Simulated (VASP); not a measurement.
# SnTe: single point with HSE06

Crystal: SnTe.

```xyz
2
Lattice="0.0000 3.6820 3.6820 3.6820 0.0000 3.6820 3.6820 3.6820 0.0000" Properties=species:S:1:pos:R:3 pbc="T T T"
Te    1.8410    1.8410    1.8410
Sn    0.0000    0.0000    0.0000
```

```yaml
Program: VASP 6.6.1
Task: single point
Functional: HSE06
Potentials_or_basis: VASP PAW PBE potentials, release 64 (Te, Sn_d)
Cutoff: 520 eV
k_mesh: 4 × 4 × 4
Occupations: fermi-dirac, width 0.05 eV
Spin: no spin polarisation
Dipole_correction: no
Grid_for_exact_exchange_PRECFOCK: Normal
Further_INCAR_settings: ALGO = Normal; EDIFF = 1e-07; NBANDS = 17
Share_of_exact_exchange: 0.25
Screening_parameter: 0.2079 1/Å
```

The pressure is -2.0 GPa. The band gap on the k mesh is 0.55 eV (least direct gap 1.22 eV).

Levels at points of the mesh, in eV from the valence-band top:
| k point | band 8 | band 9 | band 10 | band 11 | band 12 | band 13 |
| --- | --- | --- | --- | --- | --- | --- |
| (0.00, 0.00, 0.00) | -2.05 | -2.05 | -2.05 | 1.47 | 1.47 | 1.47 |
| (0.50, 0.00, 0.00) | -2.58 | -2.58 | -2.08 | 2.29 | 2.29 | 3.76 |
| (0.50, 0.50, 0.00) | -3.24 | -3.24 | -0.67 | 0.55 | 4.35 | 4.35 |

Run time: 19 min on 1 thread of Oxide Virtual Turin-like Processor, with other jobs on the host, peak memory 0.33 GiB.

Caveat: the PAW data sets were made with another functional, which shifts forces and pressure a little; spin-orbit coupling is left out, which moves the levels of the heavy elements. A k mesh can miss the band edges.
